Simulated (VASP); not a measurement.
## Li2H5: relaxation of cell and atoms with PBE

The system is Li2H5.

```
CELL_PARAMETERS angstrom
1.45636 0.84083 6.74895
-1.45636 0.84083 6.74895
0.00000 -1.68166 6.74895
ATOMIC_POSITIONS crystal
Li 0.07500 0.07500 0.07500
Li 0.92500 0.92500 0.92500
H 0.18600 0.18600 0.18600
H 0.81400 0.81400 0.81400
H 0.33300 0.33300 0.33300
H 0.66700 0.66700 0.66700
H 0.50000 0.50000 0.50000
```

The cell was generated, and may not be a known phase.

```json
{
 "Program": "VASP 6.6.1",
 "Task": "relaxation of cell and atoms",
 "Functional": "PBE",
 "Potentials or basis": "VASP PAW PBE potentials, release 64 (Li_sv, H)",
 "Cutoff": "600 eV",
 "k mesh": "6 × 6 × 6",
 "Occupations": "gaussian, width 0.1 eV",
 "Spin": "no spin polarisation",
 "Dipole correction": "no",
 "Further INCAR settings": "ALGO = Normal; EDIFF = 1e-06; IBRION = 2; EDIFFG = -0.04; NSW = 90; ISIF = 3"
}
```

```yaml
Relaxed_volume: 5.65 Å³/atom
Relaxed_cell: a = 6.216 Å, b = 6.216 Å, c = 6.216 Å, α = 25.62°, β = 25.62°, γ = 25.62°
Space_group_after_relaxing_to_0.1_Å: R-3m (No. 166)
Energy_gained_by_relaxing: 116.8 meV/atom
Ionic_steps: 11
Pressure_after_relaxing: -0.3 GPa
Largest_force_after_relaxing: 0.020 eV/Å
Band_gap_on_the_k_mesh: zero (an odd number of electrons rules out a gap without spin polarisation)
```

Forces on the atoms (eV/Å):
```
Li   0.000  0.000  0.020
Li   0.000  0.000 -0.020
H    0.000  0.000  0.015
H    0.000  0.000 -0.015
H    0.000  0.000  0.005
H    0.000  0.000 -0.005
H    0.000  0.000  0.000
```

Stress tensor (GPa, compression positive):
```
-0.61  0.00  0.00
 0.00 -0.61  0.00
 0.00  0.00  0.39
```

The path:
```
step  energy change (eV)  largest force (eV/Å)  pressure (GPa)  volume (Å³)
   1              0.0000                0.9199           -7.84        49.59
   2             -0.2072                0.8956           -6.80        47.14
   3             -0.6320                0.7259           -1.57        40.24
   4              0.0910                0.6740           28.49        28.40
   5             -0.6434                0.6863            1.94        37.61
   6             -0.6483                0.5937            4.52        36.06
   7             -0.7478                0.2900            4.02        36.40
   8             -0.7777                0.0999            3.88        36.62
   9             -0.7810                0.0693            3.86        36.73
  10             -0.8122                0.0360            1.30        38.35
  11             -0.8178                0.0195           -0.28        39.54
```

Final structure:
```
Li H
1.0
     1.37821    0.79571    6.00863
    -1.37821    0.79571    6.00863
     0.00000   -1.59142    6.00863
Li H
2 5
Cartesian
  0.0000 0.0000 1.3802
  0.0000 0.0000 16.6457
  0.0000 0.0000 3.7253
  0.0000 0.0000 14.3006
  0.0000 0.0000 5.9813
  0.0000 0.0000 12.0446
  0.0000 0.0000 9.0129
```

Levels at points of the mesh, in eV from the Fermi level:
| k point | band 1 | band 2 | band 3 | band 4 | band 5 | band 6 | band 7 | band 8 | band 9 |
| --- | --- | --- | --- | --- | --- | --- | --- | --- | --- |
| (0.00, 0.00, 0.00) | -45.10 | -45.09 | -9.50 | -8.23 | -2.75 | 6.16 | 6.31 | 8.64 | 11.67 |
| (0.50, 0.00, 0.00) | -45.06 | -45.05 | -5.43 | -3.50 | -3.07 | -1.06 | 1.73 | 3.75 | 10.37 |
| (0.50, 0.50, 0.00) | -45.06 | -45.05 | -5.17 | -4.25 | -2.49 | -1.33 | 1.63 | 5.88 | 7.26 |
| (0.50, 0.50, 0.50) | -45.10 | -45.09 | -9.07 | -8.86 | -1.82 | 2.89 | 8.17 | 8.88 | 13.58 |

Run time: 16 min on 1 thread of Intel Xeon 8259CL (shared host), peak memory 0.43 GiB.

Caveat: the k points lie up to 0.44 Å⁻¹ apart in the final cell, too coarse for converged energies and pressures of a metal; the cutoff is under 1.25 times the usual one of these potentials, so pressure, stress and relaxed cells hold a basis-set (Pulay) error; the volume moved by over 15 % at a fixed basis, so the end points are rough.
